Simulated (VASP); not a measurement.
# NaH (Fm-3m) in VASP: a series of runs, part 3 of 4

VASP 6.6.1.

## Step 5: Relaxation of cell and atoms, PBEsol, target pressure 5 GPa, at which the enthalpy is minimised

This run uses another cell than the first one, of 14.53 Å³/atom, 1.235 times its volume.

INCAR reads:

```
SYSTEM = NaH
PREC = Accurate
ENCUT = 600
EDIFF = 1E-6
ISMEAR = -1
SIGMA = 0.05
LREAL = .False.
LASPH = .True.
NELM = 100
ALGO = Normal
ISIF = 3
LWAVE = .False.
LCHARG = .False.
GGA = PS
IBRION = 2
NSW = 80
EDIFFG = -0.01
PSTRESS = 50.0
```

KPOINTS reads:

```
Automatic mesh
0
Gamma
  9 9 9
  0 0 0
```

POSCAR reads:

```
NaH
1.0
    0.0000000000      2.4400000000      2.4400000000
    2.4400000000      0.0000000000      2.4400000000
    2.4400000000      2.4400000000      0.0000000000
Na H
1 1
Direct
    0.0000000000      0.0000000000      0.0000000000
    0.5000000000      0.5000000000      0.5000000000
```

Potentials or basis: VASP PAW PBE potentials, release 64 (Na_pv, H).

The run is started by

```
$ cat potpaw_PBE.64/Na_pv/POTCAR potpaw_PBE.64/H/POTCAR > POTCAR
$ mpirun -np 1 vasp_std > vasp.out
```

OUTCAR:

```text
SYSTEM = NaH
   PREC = Accurate
   ENCUT = 600
   EDIFF = 1E-6
   ISMEAR = -1
   LREAL = .False.
   LASPH = .True.
   NELM = 100
   ISIF = 3
   GGA = PS
   IBRION = 2
   NSW = 80
   EDIFFG = -0.01
   PSTRESS = 50.0

 ion  position               nearest neighbor table
   1  0.000  0.000  0.000-
   2  0.500  0.500  0.500-

  LATTYP: Found a face centered cubic cell.
 ALAT       =     4.8800000000

  Lattice vectors:

 A1 = (   0.0000000000,   2.4400000000,   2.4400000000)
 A2 = (   2.4400000000,   0.0000000000,   2.4400000000)
 A3 = (   2.4400000000,   2.4400000000,   0.0000000000)

Analysis of symmetry for initial positions (statically):
=====================================================================
 Subroutine PRICEL returns:
 Original cell was already a primitive cell.

 Routine SETGRP: Setting up the symmetry group for a
 face centered cubic supercell.

 Subroutine GETGRP returns: Found 48 space group operations
 (whereof 48 operations were pure point group operations)
 out of a pool of 48 trial point group operations.

The static configuration has the point symmetry O_h .

Analysis of symmetry for dynamics (positions and initial velocities):
=====================================================================
 Subroutine PRICEL returns:
 Original cell was already a primitive cell.

 Routine SETGRP: Setting up the symmetry group for a
 face centered cubic supercell.

 Subroutine GETGRP returns: Found 48 space group operations
 (whereof 48 operations were pure point group operations)
 out of a pool of 48 trial point group operations.

The dynamic configuration has the point symmetry O_h .

 Subroutine INISYM returns: Found 48 space group operations
 (whereof 48 operations are pure point group operations),
 and found     1 'primitive' translations

----------------------------------------------------------------------------------------

                                     Primitive cell

  volume of cell :      29.0536

  direct lattice vectors                    reciprocal lattice vectors
     0.000000000  2.440000000  2.440000000    -0.204918033  0.204918033  0.204918033
     2.440000000  0.000000000  2.440000000     0.204918033 -0.204918033  0.204918033
     2.440000000  2.440000000  0.000000000     0.204918033  0.204918033 -0.204918033

  length of vectors
     3.450681092  3.450681092  3.450681092     0.354928444  0.354928444  0.354928444

  position of ions in fractional coordinates (direct lattice)
     0.000000000  0.000000000  0.000000000
     0.500000000  0.500000000  0.500000000

  ion indices of the primitive-cell ions
   primitive index   ion index
                 1           1
                 2           2

----------------------------------------------------------------------------------------

 KPOINTS: Automatic mesh

Automatic generation of k-mesh.
 Grid dimensions read from file:
 generate k-points for:    9    9    9

 Generating k-lattice:

  Cartesian coordinates                     Fractional coordinates (reciprocal lattice)
    -0.022768670  0.022768670  0.022768670     0.111111111  0.000000000  0.000000000
     0.022768670 -0.022768670  0.022768670     0.000000000  0.111111111  0.000000000
     0.022768670  0.022768670 -0.022768670     0.000000000  0.000000000  0.111111111

  Length of vectors
     0.039436494  0.039436494  0.039436494

  Shift w.r.t. Gamma in fractional coordinates (k-lattice)
     0.000000000  0.000000000  0.000000000

 Subroutine IBZKPT returns following result:
 ===========================================

 Found     35 irreducible k-points:

 Following reciprocal coordinates:
            Coordinates               Weight
  0.000000  0.000000  0.000000      1.000000
  0.111111  0.000000  0.000000      8.000000
  0.222222  0.000000  0.000000      8.000000
  0.333333  0.000000  0.000000      8.000000
  0.444444  0.000000  0.000000      8.000000
  0.111111  0.111111  0.000000      6.000000
[... 16 lines left out ...]
 -0.333333  0.333333  0.000000     12.000000
  0.444444  0.444444  0.000000      6.000000
 [... further k-points ...]
   k-points           NKPTS =     35   k-points in BZ     NKDIM =     35   number of bands    NBANDS=      8
   number of dos      NEDOS =    301   number of ions     NIONS =      2
   total plane-waves  NPLWV =  21952
   dimension x,y,z NGX =    28 NGY =   28 NGZ =   28
   dimension x,y,z NGXF=    56 NGYF=   56 NGZF=   56
   ions per type =               1   1
   NGX,Y,Z   is equivalent  to a cutoff of  13.49, 13.49, 13.49 a.u.
   NGXF,Y,Z  is equivalent  to a cutoff of  26.98, 26.98, 26.98 a.u.
 SYSTEM =  NaH
   PREC   = accura    normal or accurate (medium, high low for compatibility)
   ISTART =      0    job   : 0-new  1-cont  2-samecut
   ICHARG =      2    charge: 1-file 2-atom 10-const
   ISPIN  =      1    spin polarized calculation?
   LNONCOLLINEAR =      F non collinear calculations
   LSORBIT =      F    spin-orbit coupling
   LASPH  =      T    aspherical Exc in radial PAW
   ENCUT  =  600.0 eV  44.10 Ry    6.64 a.u.   6.89  6.89  6.89*2*pi/ulx,y,z
   NELM   =    100;   NELMIN=  2; NELMDL= -5     # of ELM steps
   EDIFF  = 0.1E-05   stopping-criterion for ELM
   LREAL  =      F    real-space projection
   EDIFFG = -.1E-01   stopping-criterion for IOM
   NSW    =     80    number of steps for IOM
   IBRION =      2    ionic relax: 0-MD 1-quasi-New 2-CG
   NFREE  =      1    steps in history (QN), initial steepest desc. (CG)
   ISIF   =      3    stress and relaxation
   ISYM   =      2    0-nonsym 1-usesym 2-fastsym
   POTIM  = 0.5000    time-step for ionic-motion
   TEBEG  =    0.0;   TEEND  =   0.0 temperature during run
   PSTRESS=   50.0 pullay stress
   NELECT =       8.0000    total number of electrons
   NUPDOWN=      -1.0000    fix difference up-down
   EMIN   =  10.00;   EMAX   =-10.00  energy-range for DOS
   EFERMI =   0.00;   METHOD = LEGACY
   ISMEAR =    -1;   SIGMA  =   0.05  broadening in eV -4-tet -1-fermi 0-gaus
   EFERMI_NEDOS =   21; number of points for ismear=-14 and -15
   IALGO  =     38    algorithm
   IMIX   =      4    mixing-type and parameters
     AMIX     =   0.40;   BMIX     =  1.00
     AMIX_MAG =   1.60;   BMIX_MAG =  1.00
  volume/ion in A,a.u.               =      14.53        98.03
  Fermi-wavevector in a.u.,A,eV,Ry     =   1.065054  2.012660 15.433636  1.134340
  Thomas-Fermi vector in A             =   2.200593
   LORBIT       =      0    0 simple, 1 ext, 2 COOP (PROOUT), +10 PAW based schemes
   GGA     = PS    functional components
   LHFCALC =     F    Hartree Fock is set to
   AEXX    =    0.0000 exact exchange contribution
   IVDW    =     0    specifies the selected vdW correction
   LEPSILON=     F    determine dielectric tensor
   LRPA    =     F    only Hartree local field effects (RPA)
 conjugate gradient relaxation of ions
 non-spin polarized calculation
  energy-cutoff  :      600.00
  volume of cell :       29.05
 maximum number of plane-waves:       984
   NGX = 13   NGY = 13   NGZ = 13

--------------------------------------- Ionic step        1  -------------------------------------------

 number of electron       8.0000008 magnetization

 Free energy of the ion-electron system (eV)
  ---------------------------------------------------
  ext. energy  EPLUGINS =         0.00000000
  ---------------------------------------------------
  free energy    TOTEN  =        -5.08073853 eV

  energy without entropy =       -5.08073853  energy(sigma->0) =       -5.08073853

 E-fermi :  -0.1361     XC(G=0):  -7.7901

 val. band max:       -1.2511936767   @ k =  -0.3333   0.4444   0.1111
 cond. band min:       2.5700978898   @ k =  -0.4444   0.1111   0.0000
 fundamental gap:      3.8212915664
 Fermi energy:        -0.1361392758

 k-point     1 :       0.0000    0.0000    0.0000
  band No.  band energies     occupation
      1     -23.2347      2.00000
      2     -23.2347      2.00000
      3     -23.2347      2.00000
      4      -4.8251      2.00000
      5       8.9731      0.00000
      6      13.9979      0.00000
      7      13.9979      0.00000
      8      13.9979      0.00000
[... 364 lines left out ...]
  enthalpy is  TOTEN    =        -4.2934127303 eV   P V=        0.7599072822

--------------------------------------- Ionic step        4  -------------------------------------------

 number of electron       7.9999994 magnetization

 Free energy of the ion-electron system (eV)
  ---------------------------------------------------
  ext. energy  EPLUGINS =         0.00000000
  ---------------------------------------------------
  free energy    TOTEN  =        -5.03072114 eV

  energy without entropy =       -5.03072114  energy(sigma->0) =       -5.03072114

 E-fermi :   0.6355     XC(G=0):  -8.5359

 val. band max:       -0.5300714742   @ k =  -0.3333   0.4444   0.1111
 cond. band min:       3.6786209272   @ k =  -0.4444   0.1111   0.0000
 fundamental gap:      4.2086924014
 Fermi energy:         0.6355119995

 k-point     1 :       0.0000    0.0000    0.0000
  band No.  band energies     occupation
      1     -22.1689      2.00000
      2     -22.1689      2.00000
      3     -22.1689      2.00000
      4      -4.7201      2.00000
      5      11.6731      0.00000
      6      16.3385      0.00000
      7      16.3385      0.00000
      8      16.3385      0.00000
[... 282 lines left out ...]
  FREE ENERGIE OF THE ION-ELECTRON SYSTEM (eV)
  ---------------------------------------------------
  free  energy   TOTEN  =        -5.0307211369 eV

  energy  without entropy=       -5.0307211369  energy(sigma->0) =       -5.03072114

  enthalpy is  TOTEN    =        -4.2966211035 eV   P V=        0.7341000334

 reached required accuracy - stopping structural energy minimisation
```

OSZICAR:

```text
N       E                     dE             d eps       ncg     rms          rms(c)
DAV:   1     0.202631271132E+02    0.20263E+02   -0.53550E+03   560   0.116E+03
DAV:   2    -0.490559850174E+01   -0.25169E+02   -0.24865E+02   640   0.140E+02
DAV:   3    -0.545126626192E+01   -0.54567E+00   -0.54567E+00   688   0.279E+01
[... 30 lines left out ...]
DAV:   3    -0.503146056304E+01    0.11155E-01   -0.18672E-02   560   0.297E+00    0.811E-02
DAV:   4    -0.503074009483E+01    0.72047E-03   -0.67917E-04   632   0.598E-01    0.861E-03
DAV:   5    -0.503072399826E+01    0.16097E-04   -0.14374E-05   672   0.832E-02    0.362E-03
DAV:   6    -0.503072116145E+01    0.28368E-05   -0.16940E-06   320   0.265E-02    0.611E-04
DAV:   7    -0.503072113690E+01    0.24554E-07   -0.74927E-08   280   0.493E-03
   4 F= -.42966211E+01 E0= -.42966211E+01  d E =-.122573E+00
```

It took 17 s on 1 thread of Intel Xeon 6975P-C, shared host; peak memory 0.16 GiB.

What came out:

```
Free energy                                            : -5.0307 eV
Relaxed volume                                         : 11.76 Å³/atom
Relaxed cell                                           : a = 3.216 Å, b = 3.216 Å, c = 3.216 Å, α = 60.00°, β = 60.00°, γ = 60.00°
Space group after relaxing (to 0.05 Å)                 : Fm-3m (No. 225)
Energy change on relaxing (the enthalpy is what falls) : +25.0 meV/atom
Ionic steps                                            : 4
Pressure after relaxing                                : 5.1 GPa
Band gap on the k mesh                                 : 4.21 eV, indirect (least direct gap 5.01 eV)
```

The path:
```
step  energy change (eV)  largest force (eV/Å)  pressure (GPa)  volume (Å³)
   1              0.0000                0.0000           -1.19        29.05
   2             -0.0042                0.0000            0.75        26.76
   3              0.0274                0.0000            3.77        24.35
   4              0.0500                0.0000            5.09        23.52
```

Final structure:
```
Na H
1.0
     0.00000    2.27416    2.27416
     2.27416    0.00000    2.27416
     2.27416    2.27416    0.00000
Na H
1 1
Direct
  0.00000 0.00000 0.00000
  0.50000 0.50000 0.50000
```

Levels at points of the mesh, in eV from the valence-band top:
| k point | band 1 | band 2 | band 3 | band 4 | band 5 | band 6 | band 7 | band 8 |
| --- | --- | --- | --- | --- | --- | --- | --- | --- |
| (0.00, 0.00, 0.00) | -21.64 | -21.64 | -21.64 | -4.19 | 12.20 | 16.87 | 16.87 | 16.87 |

Caveat: the cell is relaxed towards a set pressure, so the enthalpy falls and the energy may rise; the volume moved by over 15 % at a fixed basis, so the end points are rough; the PAW data sets were made with another functional, which shifts forces and pressure a little. A k mesh can miss the band edges.

(Part 3 of 4 ends here.)
